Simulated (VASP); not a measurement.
Wanted: the native input for a VASP 6.6.1 run.

- Task: relaxation of cell and atoms
- Functional: B3LYP
- Potentials or basis: VASP PAW PBE potentials, release 64 (P, B)
- Cutoff: 600 eV
- k mesh: 5 × 5 × 5
- Occupations: fermi-dirac, width 0.05 eV
- Spin: no spin polarisation
- Dipole correction: no
- Grid for exact exchange (PRECFOCK): Normal
- Further INCAR settings: ALGO = Normal; EDIFF = 1e-06; IBRION = 2; EDIFFG = -0.01; NSW = 60; ISIF = 3

BP:

```
P B
1.0
     0.00000    2.26900    2.26900
     2.26900    0.00000    2.26900
     2.26900    2.26900    0.00000
P B
1 1
Direct
  0.75000 0.75000 0.75000
  0.00000 0.00000 0.00000
```

One way to write it, as run:

POSCAR

```
BP
1.0
    0.0000000000      2.2690000000      2.2690000000
    2.2690000000      0.0000000000      2.2690000000
    2.2690000000      2.2690000000      0.0000000000
P B
1 1
Direct
    0.7500000000      0.7500000000      0.7500000000
    0.0000000000      0.0000000000      0.0000000000
```

INCAR.step1

```
SYSTEM = BP
ALGO = Normal
EDIFF = 1E-5
ENCUT = 600
GGA = PE
ISMEAR = -1
LASPH = .TRUE.
LCHARG = .FALSE.
LREAL = .FALSE.
LWAVE = .TRUE.
NBANDS = 11
NELM = 60
PREC = Accurate
SIGMA = 0.05
```

INCAR.step2

```
SYSTEM = BP
AEXX = 0.2
AGGAC = 0.81
AGGAX = 0.72
ALDAC = 0.19
ALGO = Normal
EDIFF = 1E-6
EDIFFG = -0.01
ENCUT = 600
GGA = B3
IBRION = 2
ISIF = 3
ISMEAR = -1
ISTART = 1
LASPH = .TRUE.
LCHARG = .FALSE.
LHFCALC = .TRUE.
LREAL = .FALSE.
LWAVE = .FALSE.
NELM = 60
NSW = 60
PREC = Accurate
PRECFOCK = Normal
SIGMA = 0.05
```

KPOINTS

```
k-points
0
G
  5 5 5
  0 0 0
```

Potentials or basis: VASP PAW PBE potentials, release 64 (P, B).

The run is started by

```bash
$ cat potpaw_PBE.64/P/POTCAR potpaw_PBE.64/B/POTCAR > POTCAR
$ cp INCAR.step1 INCAR
$ mpirun -np 1 vasp_std > vasp.out
$ cp INCAR.step2 INCAR
$ mpirun -np 1 vasp_std > vasp.out
```

It gave:

| Item | Value |
| --- | --- |
| Relaxed volume | 11.85 Å³/atom |
| Relaxed cell | a = 3.224 Å, b = 3.224 Å, c = 3.224 Å, α = 60.00°, β = 60.00°, γ = 60.00° |
| Space group after relaxing (to 0.05 Å) | F-43m (No. 216) |
| Energy gained by relaxing | 1.3 meV/atom |
| Ionic steps | 3 |
| Pressure after relaxing | 0.0 GPa |
| Band gap on the k mesh | 2.75 eV, indirect (least direct gap 4.92 eV) |

Caveat: the k points lie up to 0.48 Å⁻¹ apart in the final cell; the PAW data sets were made with another functional, which shifts forces and pressure a little.

It took 6.7 min on 1 thread of Intel(R) Xeon(R) Platinum 8259CL CPU @ 2.50GHz (Skylake/Cascade Lake), with other jobs on the host, peak memory 0.15 GiB.
